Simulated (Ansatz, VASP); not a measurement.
# One calculation of ZrB2, two programs

Contents of POSCAR:

```
ZrB2
1.0
    3.1052879646      0.0000000000      0.0000000000
   -1.5526439823      2.6892577443      0.0000000000
    0.0000000000      0.0000000000      3.4608777221
Zr B
1 2
Direct
    0.0000000000      0.0000000000      0.0000000000
    0.3333333333      0.6666666667      0.5000000000
    0.6666666667      0.3333333333      0.5000000000
```

The input INCAR.step1:

```
  PREC = Accurate
  ENCUT = 520
  ISMEAR = -1
  SIGMA = 0.15
  LREAL = F
  LASPH = T
  NELM = 100
  NBANDS = 16
  GGA = PE
  ALGO = Normal
  EDIFF = 1E-4
  LWAVE = T
  LCHARG = F
```

File INCAR.step2:

```
  PREC = Accurate
  ENCUT = 520
  EDIFF = 1E-6
  ISMEAR = -1
  SIGMA = 0.15
  LREAL = F
  LASPH = T
  NELM = 100
  ALGO = Normal
  ISIF = 2
  LWAVE = F
  LCHARG = T
  METAGGA = R2SCAN
  LMIXTAU = T
  IVDW = 12
  VDW_S6 = 1.0
  VDW_S8 = 0.78981345
  VDW_A1 = 0.49484001
  VDW_A2 = 5.73083694
  LELF = T
  LVHAR = T
  NBANDS = 16
  ISTART = 1
```

KPOINTS

```
regular mesh
0
Gamma
  10 10 8
```

Input for Ansatz:

```yaml
crystal:
  lattice:
    - [3.10528796462833, 0.0, 0.0]
    - [-1.552643982314165, 2.689257744256831, 0.0]
    - [0.0, 0.0, 3.4608777220920786]
  atoms:
    - { symbol: Zr, position: [0.0, 0.0, 0.0] }
    - { symbol: B, position: [0.3333333333333333, 0.6666666666666666, 0.5] }
    - { symbol: B, position: [0.6666666666666666, 0.3333333333333333, 0.5] }
basis:
  ecutwfc: 600.0
kpoints:
  mp_grid:
    grid: [10, 10, 8]
hamiltonian:
  xc: r2scan
  dispersion: d3bj
scf:
  occupations:
    method: fermi_dirac
    width: 0.15
output:
  stress: true
```

Alike in both runs: task single point; functional r2SCAN; dispersion D3(BJ); k mesh 10 × 10 × 8; occupations fermi-dirac, width 0.15 eV; no spin polarisation.

```csv
,VASP,Ansatz
version,VASP 6.6.1,Ansatz 0.2.0
potentials or method,"VASP PAW PBE potentials, release 64 (Zr_sv, B), cutoff 520 eV","plane waves, PAW"
valence electrons in the cell,18,18
```

|  | VASP | Ansatz | Ansatz less VASP |
| --- | --- | --- | --- |
| pressure (GPa) | 14.9 | 14.7 | -0.17 |
| traceless stress, the component that is largest in VASP (GPa) | 0.58 | 0.57 | -0.007 |

VASP's potentials were made for PBE, not for r2SCAN. Ansatz's warnings: dispersion damping borrowed.
